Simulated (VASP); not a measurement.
Here is a VASP 6.6.1 calculation.

File POSCAR:

```
BN
1.0
    0.0000000000      1.7326212049      1.8770063053
    1.7326212049      0.0000000000      1.8770063053
    1.7326212049      1.7326212049      0.0000000000
B N
1 1
Direct
    0.0000000000      0.0000000000      0.0000000000
    0.7500000000      0.7500000000      0.7500000000
```

File INCAR.step1:

```
SYSTEM = BN
ALGO = Normal ; EDIFF = 1E-5
ENCUT = 1460 ; GGA = PE
GGA_COMPAT = .False. ; ISMEAR = 0
LASPH = .True. ; LCHARG = .False.
LREAL = .False. ; LWAVE = .True.
NBANDS = 11 ; NELM = 120
PREC = Accurate ; SIGMA = 0.05
```

INCAR.step2

```
SYSTEM = BN
ALGO = Normal ; EDIFF = 1E-6
ENCUT = 1460 ; GGA_COMPAT = .False.
ISIF = 2 ; ISMEAR = 0
ISTART = 1 ; LASPH = .True.
LCHARG = .False. ; LMIXTAU = .True.
LREAL = .False. ; LWAVE = .False.
METAGGA = R2SCAN ; NBANDS = 11
NELM = 120 ; PREC = Accurate
SIGMA = 0.05
```

The input KPOINTS:

```
k-points
0
Gamma
  12 12 12
  0 0 0
```

Potentials or basis: VASP PAW PBE potentials, release 64 (B_h, N_h).

The run is started by

```sh
$ cat potpaw_PBE.64/B_h/POTCAR potpaw_PBE.64/N_h/POTCAR > POTCAR
$ cp INCAR.step1 INCAR
$ mpirun -np 1 vasp_std > vasp.out
$ cp INCAR.step2 INCAR
$ mpirun -np 1 vasp_std > vasp.out
```

Q: What does it give for the band gap on the k mesh?

A: 4.28 eV (least direct gap 9.33 eV).

Q: Estimate the pressure.

A: 17.5 GPa.

Stress tensor (GPa, compression positive):
```
 37.65   0.00   0.00
  0.00  37.65   0.00
  0.00   0.00 -22.91
```

Caveat: the cell differs from its parent crystal (strain -0.040 along x and y, +0.040 along z); the stress differs along the axes, from -23 to 38 GPa; the PAW data sets were made with another functional, which shifts forces and pressure a little. A k mesh can miss the band edges.
